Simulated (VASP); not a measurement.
# MgO (MgO (Fm-3m)) (Fm-3m) in VASP: settings compared

The runs below take MgO (MgO (Fm-3m)) through single point, with HSE06, PBE.

All numbers are computed with VASP 6.6.1; they aren't measurements. Logs are shortened: lines on timing, memory, paths and dates and some standing lists are left out, and cuts for length are marked.

### Step 1. The cell of the first run

Symmetry: Fm-3m, No. 225, cubic system. Conventional cell: a = 4.254 Å, b = 4.254 Å, c = 4.254 Å, α = 90.00°, β = 90.00°, γ = 90.00°. Mg (site symmetry m-3m) has 6 O at 2.13 Å within 2.8 Å. Within 2.8 Å of O (site symmetry m-3m) lie 6 Mg at 2.13 Å.

### Step 2. Single point, HSE06

POSCAR

```
MgO
1.0
   -4.2543812303      4.2543812303      4.2543812303
    4.2543812303     -4.2543812303      4.2543812303
    4.2543812303      4.2543812303     -4.2543812303
Mg O
16 16
Direct
    0.0000000000      0.0000000000      0.0000000000
    0.0000000000      0.2500000000      0.7500000000
    0.0000000000      0.5000000000      0.5000000000
    0.0000000000      0.7500000000      0.2500000000
    0.2500000000      0.0000000000      0.7500000000
    0.2500000000      0.2500000000      0.5000000000
    0.2500000000      0.5000000000      0.2500000000
    0.2500000000      0.7500000000      0.0000000000
    0.5000000000      0.0000000000      0.5000000000
    0.5000000000      0.2500000000      0.2500000000
    0.5000000000      0.5000000000      0.0000000000
    0.5000000000      0.7500000000      0.7500000000
    0.7500000000      0.0000000000      0.2500000000
    0.7500000000      0.2500000000      0.0000000000
    0.7500000000      0.5000000000      0.7500000000
    0.7500000000      0.7500000000      0.5000000000
    0.0000000000      0.0000000000      0.5000000000
    0.0000000000      0.2500000000      0.2500000000
    0.0000000000      0.5000000000      0.0000000000
    0.0000000000      0.7500000000      0.7500000000
    0.2500000000      0.0000000000      0.2500000000
    0.2500000000      0.2500000000      0.0000000000
    0.2500000000      0.5000000000      0.7500000000
    0.2500000000      0.7500000000      0.5000000000
    0.5000000000      0.0000000000      0.0000000000
    0.5000000000      0.2500000000      0.7500000000
    0.5000000000      0.5000000000      0.5000000000
    0.5000000000      0.7500000000      0.2500000000
    0.7500000000      0.0000000000      0.7500000000
    0.7500000000      0.2500000000      0.5000000000
    0.7500000000      0.5000000000      0.2500000000
    0.7500000000      0.7500000000      0.0000000000
```

INCAR.step1

```
SYSTEM = MgO
PREC     = Accurate       ! precision mode
ENCUT    = 520            ! plane-wave cutoff, eV
EDIFF    = 1E-5           ! SCF threshold, eV
ISMEAR   = 0              ! smearing method
SIGMA    = 0.01           ! smearing width, eV
LREAL    = Auto         
LASPH    = .TRUE.         ! aspherical terms in the spheres
NELM     = 60             ! most SCF steps
ALGO     = Normal         ! electronic algorithm
ISIF     = 2              ! what is computed and relaxed
LWAVE    = .TRUE.         ! write WAVECAR
LCHARG   = .FALSE.        ! write CHGCAR
GGA      = PE             ! functional
NBANDS   = 86             ! bands
```

INCAR.step2

```
SYSTEM = MgO
PREC     = Accurate       ! precision mode
ENCUT    = 520            ! plane-wave cutoff, eV
EDIFF    = 1E-7           ! SCF threshold, eV
ISMEAR   = 0              ! smearing method
SIGMA    = 0.01           ! smearing width, eV
LREAL    = Auto         
LASPH    = .TRUE.         ! aspherical terms in the spheres
NELM     = 60             ! most SCF steps
ALGO     = Normal         ! electronic algorithm
ISIF     = 2              ! what is computed and relaxed
LWAVE    = .FALSE.        ! write WAVECAR
LCHARG   = .FALSE.        ! write CHGCAR
GGA      = PE             ! functional
LHFCALC  = .TRUE.         ! exact exchange
HFSCREEN = 0.2079         ! screening, 1/A
PRECFOCK = Fast         
ISTART   = 1            
NBANDS   = 86             ! bands
```

KPOINTS

```
Automatic mesh
0
Gamma
  1 1 1
  0.25 0.25 0.25
```

Potentials or basis: VASP PAW PBE potentials, release 64 (Mg, O).

On the command line:

```sh
$ cat potpaw_PBE.64/Mg/POTCAR potpaw_PBE.64/O/POTCAR > POTCAR
$ cp INCAR.step1 INCAR
$ mpirun -np 1 vasp_std > vasp.out
$ cp INCAR.step2 INCAR
$ mpirun -np 1 vasp_std > vasp.out
```

OUTCAR:

```text
SYSTEM = MgO
   PREC = Accurate
   ENCUT = 520
   EDIFF = 1E-7
   ISMEAR = 0
   LREAL = Auto
   LASPH = .TRUE.
   NELM = 60
   ISIF = 2
   GGA = PE
   LHFCALC = .TRUE.
   HFSCREEN = 0.2079
   PRECFOCK = Fast
   ISTART = 1

 ion  position               nearest neighbor table
   1  0.000  0.000  0.000-  18 2.13  20 2.13  21 2.13  22 2.13  29 2.13  32 2.13  10 3.01  13 3.01
                            14 3.01   2 3.01   4 3.01   5 3.01   6 3.01   7 3.01   8 3.01  16 3.01
   2  0.000  0.250  0.750-  17 2.13  19 2.13  22 2.13  23 2.13  29 2.13  30 2.13  11 3.01  14 3.01
                            15 3.01   1 3.01   3 3.01   5 3.01   6 3.01   7 3.01   8 3.01  13 3.01
   3  0.000  0.500  0.500-  18 2.13  20 2.13  23 2.13  24 2.13  30 2.13  31 2.13  12 3.01  15 3.01
                            16 3.01   2 3.01   4 3.01   5 3.01   6 3.01   7 3.01   8 3.01  14 3.01
   4  0.000  0.750  0.250-  17 2.13  19 2.13  21 2.13  24 2.13  31 2.13  32 2.13   9 3.01  13 3.01
                            16 3.01   1 3.01   3 3.01   5 3.01   6 3.01   7 3.01   8 3.01  15 3.01
   5  0.250  0.000  0.750-  17 2.13  20 2.13  22 2.13  24 2.13  25 2.13  26 2.13  11 3.01  12 3.01
                            14 3.01   1 3.01   2 3.01   6 3.01   8 3.01   9 3.01  10 3.01   4 3.01
   6  0.250  0.250  0.500-  17 2.13  18 2.13  21 2.13  23 2.13  26 2.13  27 2.13  11 3.01  12 3.01
                            15 3.01   2 3.01   3 3.01   5 3.01   7 3.01   9 3.01  10 3.01   1 3.01
   7  0.250  0.500  0.250-  18 2.13  19 2.13  22 2.13  24 2.13  27 2.13  28 2.13  11 3.01  12 3.01
                            16 3.01   3 3.01   4 3.01   6 3.01   8 3.01   9 3.01  10 3.01   2 3.01
   8  0.250  0.750  0.000-  19 2.13  20 2.13  21 2.13  23 2.13  25 2.13  28 2.13  11 3.01  12 3.01
                            13 3.01   1 3.01   4 3.01   5 3.01   7 3.01   9 3.01  10 3.01   3 3.01
   9  0.500  0.000  0.500-  21 2.13  24 2.13  26 2.13  28 2.13  29 2.13  30 2.13  14 3.01  15 3.01
[... 17 lines left out ...]
  19  0.000  0.500  0.000-   2 2.13   4 2.13   7 2.13   8 2.13  14 2.13  15 2.13
  20  0.000  0.750  0.750-   1 2.13   3 2.13   5 2.13   8 2.13  15 2.13  16 2.13
  21  0.250  0.000  0.250-   1 2.13   4 2.13   6 2.13   8 2.13   9 2.13  10 2.13
  22  0.250  0.250  0.000-   1 2.13   2 2.13   5 2.13   7 2.13  10 2.13  11 2.13
[... 8 lines left out ...]
  31  0.750  0.500  0.250-   3 2.13   4 2.13  10 2.13  11 2.13  14 2.13  16 2.13
  32  0.750  0.750  0.000-   1 2.13   4 2.13  11 2.13  12 2.13  13 2.13  15 2.13

  LATTYP: Found a body centered cubic cell.
 ALAT       =     8.5087624606

  Lattice vectors:

 A1 = (  -4.2543812303,   4.2543812303,   4.2543812303)
 A2 = (   4.2543812303,  -4.2543812303,   4.2543812303)
 A3 = (   4.2543812303,   4.2543812303,  -4.2543812303)

Analysis of symmetry for initial positions (statically):
=====================================================================
 Subroutine PRICEL returns following result:

  LATTYP: Found a face centered cubic cell.
 ALAT       =     4.2543812303

  Lattice vectors:

 A1 = (   2.1271906152,  -2.1271906152,   0.0000000000)
 A2 = (   0.0000000000,  -2.1271906152,  -2.1271906152)
 A3 = (   2.1271906152,  -0.0000000000,  -2.1271906152)

  16 primitive cells build up your supercell.

 Routine SETGRP: Setting up the symmetry group for a
 body centered cubic supercell.

 Subroutine GETGRP returns: Found 48 space group operations
 (whereof 48 operations were pure point group operations)
 out of a pool of 48 trial point group operations.

The static configuration has the point symmetry O_h .

Analysis of symmetry for dynamics (positions and initial velocities):
=====================================================================
 Subroutine PRICEL returns following result:

  LATTYP: Found a face centered cubic cell.
 ALAT       =     4.2543812303

  Lattice vectors:

 A1 = (   2.1271906152,  -2.1271906152,   0.0000000000)
 A2 = (   0.0000000000,  -2.1271906152,  -2.1271906152)
 A3 = (   2.1271906152,  -0.0000000000,  -2.1271906152)

  16 primitive cells build up your supercell.

 Routine SETGRP: Setting up the symmetry group for a
 body centered cubic supercell.

 Subroutine GETGRP returns: Found 48 space group operations
 (whereof 48 operations were pure point group operations)
[... 38 lines left out ...]

 Generating k-lattice:

  Cartesian coordinates                     Fractional coordinates (reciprocal lattice)
     0.000000000  0.117525904  0.117525904     1.000000000  0.000000000  0.000000000
     0.117525904  0.000000000  0.117525904     0.000000000  1.000000000  0.000000000
     0.117525904  0.117525904  0.000000000     0.000000000  0.000000000  1.000000000

  Length of vectors
     0.166206727  0.166206727  0.166206727

  Shift w.r.t. Gamma in fractional coordinates (k-lattice)
     0.250000000  0.250000000  0.250000000

 Subroutine IBZKPT returns following result:
 ===========================================

 Found      1 irreducible k-points:

 Following reciprocal coordinates:
            Coordinates               Weight
  0.250000  0.250000  0.250000      2.000000
   k-points           NKPTS =      1   k-points in BZ     NKDIM =      2   number of bands    NBANDS=     86
   number of dos      NEDOS =    301   number of ions     NIONS =     32
   total plane-waves  NPLWV = 175616
   dimension x,y,z NGX =    56 NGY =   56 NGZ =   56
   dimension x,y,z NGXF=   112 NGYF=  112 NGZF=  112
   ions per type =              16  16
   NGX,Y,Z   is equivalent  to a cutoff of  12.63, 12.63, 12.63 a.u.
   NGXF,Y,Z  is equivalent  to a cutoff of  25.27, 25.27, 25.27 a.u.
 SYSTEM =  MgO
   PREC   = accura    normal or accurate (medium, high low for compatibility)
   ISTART =      1    job   : 0-new  1-cont  2-samecut
   ICHARG =      0    charge: 1-file 2-atom 10-const
   ISPIN  =      1    spin polarized calculation?
   LNONCOLLINEAR =      F non collinear calculations
   LSORBIT =      F    spin-orbit coupling
   LASPH  =      T    aspherical Exc in radial PAW
   ENCUT  =  520.0 eV  38.22 Ry    6.18 a.u.  13.70 13.70 13.70*2*pi/ulx,y,z
   NELM   =     60;   NELMIN=  2; NELMDL=  0     # of ELM steps
   EDIFF  = 0.1E-06   stopping-criterion for ELM
   LREAL  =      T    real-space projection
   EDIFFG = 0.1E-05   stopping-criterion for IOM
   NSW    =      0    number of steps for IOM
   IBRION =     -1    ionic relax: 0-MD 1-quasi-New 2-CG
   NFREE  =      0    steps in history (QN), initial steepest desc. (CG)
   ISIF   =      2    stress and relaxation
   ISYM   =      3    0-nonsym 1-usesym 2-fastsym
   POTIM  = 0.5000    time-step for ionic-motion
   TEBEG  =    0.0;   TEEND  =   0.0 temperature during run
   PSTRESS=    0.0 pullay stress
   NELECT =     128.0000    total number of electrons
   NUPDOWN=      -1.0000    fix difference up-down
   EMIN   =  10.00;   EMAX   =-10.00  energy-range for DOS
   EFERMI =   0.00;   METHOD = LEGACY
   ISMEAR =     0;   SIGMA  =   0.01  broadening in eV -4-tet -1-fermi 0-gaus
   EFERMI_NEDOS =   21; number of points for ismear=-14 and -15
   IALGO  =     38    algorithm
   IMIX   =      1    mixing-type and parameters
     AMIX     =   0.40;   BMIX     =  1.00
     AMIX_MAG =   1.60;   BMIX_MAG =  1.00
  volume/ion in A,a.u.               =       9.63        64.96
  Fermi-wavevector in a.u.,A,eV,Ry     =   1.221673  2.308628 20.306500  1.492486
  Thomas-Fermi vector in A             =   2.356847
   LORBIT       =      0    0 simple, 1 ext, 2 COOP (PROOUT), +10 PAW based schemes
   GGA     = PE    functional components
   LHFCALC =     T    Hartree Fock is set to
   PRECFOCK=fast      Normal, Fast or Accurate (Low or Medium for compatibility)
   ENCUT4O =  -1.0   cutoff for four orbital integrals eV
   NKREDX  =     1    reduce k-point grid by
   NKREDY  =     1    reduce k-point grid by
   NKREDZ  =     1    reduce k-point grid by
   AEXX    =    0.2500 exact exchange contribution
   HFSCREEN=    0.2079 screening length (either q_TF or 0.3 A-1)
   HFSCREENC=   0.2079 screening length for correlation (either q_TF or 0.3 A-1)
   ENCUTFOCK=  -1.0 apply spherical cutoff to Coloumb kernel
   IVDW    =     0    specifies the selected vdW correction
   LEPSILON=     F    determine dielectric tensor
   LRPA    =     F    only Hartree local field effects (RPA)
 non-spin polarized calculation
 Gauss-broadening in eV      SIGMA  =   0.01
  energy-cutoff  :      520.00
  volume of cell :      308.01
 maximum number of plane-waves:      8280
 NGX is ok and might be reduce to    54
  NGX = 28; NGY = 28; NGZ = 28

 number of electron     128.0000061 magnetization

 Free energy of the ion-electron system (eV)
  ---------------------------------------------------
  ext. energy  EPLUGINS =         0.00000000
  ---------------------------------------------------
  free energy    TOTEN  =      -227.32191400 eV

  energy without entropy =     -227.32191400  energy(sigma->0) =     -227.32191400

 E-fermi :   1.4705     XC(G=0):  -8.9850

 val. band max:        1.3749827335   @ k =   0.2500   0.2500   0.2500
 cond. band min:      10.3393944126   @ k =   0.2500   0.2500   0.2500
 fundamental gap:      8.9644116790
 Fermi energy:         1.4704771919

 k-point     1 :       0.2500    0.2500    0.2500
  band No.  band energies     occupation
      1     -16.3472      2.00000
      2     -16.3472      2.00000
      3     -16.3472      2.00000
      4     -16.3472      2.00000
      5     -15.5401      2.00000
      6     -15.5401      2.00000
[... 68 lines left out ...]
     75      13.0776      0.00000
     76      13.0776      0.00000
 [bands above 76 left out]

------------------------ aborting loop because EDIFF is reached ----------------------------------------

  FORCE on cell =-STRESS in cart. coord.  units (eV):
  Direction    XX          YY          ZZ          XY          YZ          ZX
  --------------------------------------------------------------------------------------
  -------------------------------------------------------------------------------------
  Total      -12.2225878    -12.2225878    -12.2225878     -0.0000000      0.0000000     -0.0000000
  in kB      -63.5776608    -63.5776608    -63.5776608     -0.0000000      0.0000000     -0.0000000
  external PRESSURE =     -63.5776608 kB  Pullay stress =       0.0000000 kB

 VOLUME and BASIS-vectors are now :
 -----------------------------------------------------------------------------
  energy-cutoff  :      520.00
  volume of cell :      308.01
      direct lattice vectors                 reciprocal lattice vectors
    -4.254381230  4.254381230  4.254381230     0.000000000  0.117525904  0.117525904
     4.254381230 -4.254381230  4.254381230     0.117525904  0.000000000  0.117525904
     4.254381230  4.254381230 -4.254381230     0.117525904  0.117525904  0.000000000

 POSITION                                       TOTAL-FORCE (eV/Angst)
 -----------------------------------------------------------------------------------
      0.00000      0.00000      0.00000         0.000000      0.000000     -0.000000
      4.25438      2.12719     -2.12719        -0.000000      0.000000      0.000000
      4.25438      0.00000      0.00000        -0.000000      0.000000      0.000000
      4.25438     -2.12719      2.12719        -0.000000      0.000000     -0.000000
      2.12719      4.25438     -2.12719         0.000000     -0.000000      0.000000
      2.12719      2.12719      0.00000         0.000000     -0.000000     -0.000000
[... 24 lines left out ...]
      0.00000      2.12719      4.25438        -0.000000      0.000000     -0.000000
      0.00000      0.00000      6.38157        -0.000000      0.000000     -0.000000
 -----------------------------------------------------------------------------------
    total drift:                               -0.000029      0.000446     -0.000158

  FREE ENERGIE OF THE ION-ELECTRON SYSTEM (eV)
  ---------------------------------------------------
  free  energy   TOTEN  =      -227.3219139983 eV

  energy  without entropy=     -227.3219139983  energy(sigma->0) =     -227.32191400
```

Wall time 5.7 min (1 thread of Intel Xeon Platinum 8488C (Sapphire Rapids), shared host); peak memory 0.54 GiB.

Results:

* Free energy: -227.3219 eV
* Pressure: -6.4 GPa
* Band gap on the k mesh: 8.96 eV

Levels at points of the mesh, in eV from the valence-band top:
```
           k point  band 62  band 63  band 64  band 65  band 66  band 67
(0.25, 0.25, 0.25)     0.00     0.00     0.00     8.96     8.96     8.96
```

Caveat: the k points lie up to 1.04 Å⁻¹ apart; the PAW data sets were made with another functional, which shifts forces and pressure a little.

### Step 3. Single point, PBE

INCAR

```
PREC     = Accurate       # precision mode
ENCUT    = 520            # plane-wave cutoff, eV
EDIFF    = 1E-7           # SCF threshold, eV
ISMEAR   = 0              # smearing method
SIGMA    = 0.01           # smearing width, eV
LREAL    = Auto         
LASPH    = True           # aspherical terms in the spheres
NELM     = 60             # most SCF steps
ALGO     = Normal         # electronic algorithm
ISIF     = 2              # what is computed and relaxed
LWAVE    = False          # write WAVECAR
LCHARG   = False          # write CHGCAR
GGA      = PE             # functional
NBANDS   = 86             # bands
```

KPOINTS is that of step 2.

POSCAR is that of step 2.

Potentials or basis: VASP PAW PBE potentials, release 64 (Mg, O).

On the command line:

```sh
$ cat potpaw_PBE.64/Mg/POTCAR potpaw_PBE.64/O/POTCAR > POTCAR
$ mpirun -np 1 vasp_std > vasp.out
```

Run time: 1.9 min. Hardware: 1 thread of Intel Xeon Platinum 8375C at 2.90GHz (Ice Lake), shared host; peak memory 0.39 GiB.

The run converged. Its results:

- Free energy: -190.4902 eV
- Pressure: -0.8 GPa
- Band gap on the k mesh: 7.13 eV

Levels at points of the mesh, in eV from the valence-band top:
```tsv
k point	band 62	band 63	band 64	band 65	band 66	band 67
(0.25, 0.25, 0.25)	0.00	0.00	0.00	7.13	7.13	7.13
```

Caveat: the k points lie up to 1.04 Å⁻¹ apart.

### Step 4. Single point, PBE

INCAR

```
SYSTEM = MgO
ALGO = Normal
EDIFF = 1E-7
ENCUT = 520
GGA = PE
ISIF = 2
ISMEAR = 0
LASPH = .True.
LCHARG = .True.
LELF = .True.
LREAL = Auto
LVHAR = .True.
LWAVE = .False.
NBANDS = 86
NELM = 80
PREC = Accurate
SIGMA = 0.01
```

KPOINTS

```
Automatic mesh
0
Gamma
  2 2 2
  0.5 0.5 0.5
```

POSCAR is that of step 3.

On the command line:

```sh
$ cat potpaw_PBE.64/Mg/POTCAR potpaw_PBE.64/O/POTCAR > POTCAR
$ mpirun -np 1 vasp_std > vasp.out
```

Run time: 3.6 min. Hardware: 1 thread of Intel Xeon Platinum 8375C at 2.90GHz (Ice Lake), shared host; peak memory 0.41 GiB.

It converged, with:

```
Free energy            : -190.6038 eV
Pressure               : -0.8 GPa
Band gap on the k mesh : 5.88 eV
```

Levels at points of the mesh, in eV from the valence-band top:
```csv
k point,band 61,band 62,band 63,band 64,band 65,band 66,band 67,band 68
"(0.25, 0.25, 0.25)",-0.10,-0.10,-0.10,-0.10,7.04,7.04,7.04,7.04
```

A k mesh can miss the band edges. Expect the measured gap to be larger: semilocal functionals such as PBE lack the derivative discontinuity.

### Step 5. Summary

| level | k mesh | grid for exact exchange (PRECFOCK) | screening parameter | gap on the mesh (eV) | pressure (GPa) |
| --- | --- | --- | --- | --- | --- |
| HSE06 | 1 × 1 × 1, shifted | Fast | 0.2079 1/Å | 8.96 | -6.4 |
| PBE | 1 × 1 × 1, shifted | - | - | 7.13 | -0.8 |
| PBE | 2 × 2 × 2, shifted | - | - | 5.88 | -0.8 |

Alike in all rows: task single point; potentials or basis VASP PAW PBE potentials, release 64 (Mg, O); no spin polarisation; cell as given; cutoff (eV) 520; smearing gaussian 0.01 eV.

Caveats: some runs use coarse meshes; the PAW data sets were made with another functional, which shifts forces and pressure a little (some runs).

Absolute energies hang on the potentials; compare differences alone.
